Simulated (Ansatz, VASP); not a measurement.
**One calculation of Al6N, two programs**

```
CELL_PARAMETERS angstrom
2.98421 0.00000 0.00000
-1.49210 2.58440 0.00000
0.00000 0.00000 27.87827
ATOMIC_POSITIONS crystal
Al 0.66667 0.33333 0.67572
Al 0.00000 0.00000 0.75630
Al 0.33333 0.66667 0.83765
Al 0.33333 0.66667 0.59453
Al 0.33333 0.66667 0.09069
Al 0.66667 0.33333 0.18449
Al 0.00000 0.00000 0.99808
Al 0.00000 0.00000 0.27121
Al 0.66667 0.33333 0.91897
Al 0.66667 0.33333 0.43189
Al 0.00000 0.00000 0.51337
Al 0.33333 0.66667 0.35075
N 0.00000 0.00000 0.06628
N 0.33333 0.66667 0.15838
```

Alike in both runs: functional PBE; k mesh 12 × 12 × 2; occupations gaussian, width 0.1 eV; no spin polarisation.

Ansatz relaxed the structure, and its values are those at the end. VASP's run is a single point on that final structure, the one shown.

|  | VASP | Ansatz |
| --- | --- | --- |
| version | VASP 6.6.1 | Ansatz 0.2.0 |
| potentials or method | VASP PAW PBE potentials, release 64 (Al, N), cutoff 520 eV | scalar-relativistic, plane waves, PAW |
| valence electrons in the cell | 46 | 46 |

Ansatz gave:

* gap on the k mesh at the Fermi level (eV): none
* pressure (GPa): 0.0

Task: Which values does VASP return?

Result: gap on the k mesh at the Fermi level (eV): none; pressure (GPa): -0.1.

A gap of «none» marks a metal or a gap that the smearing closes.
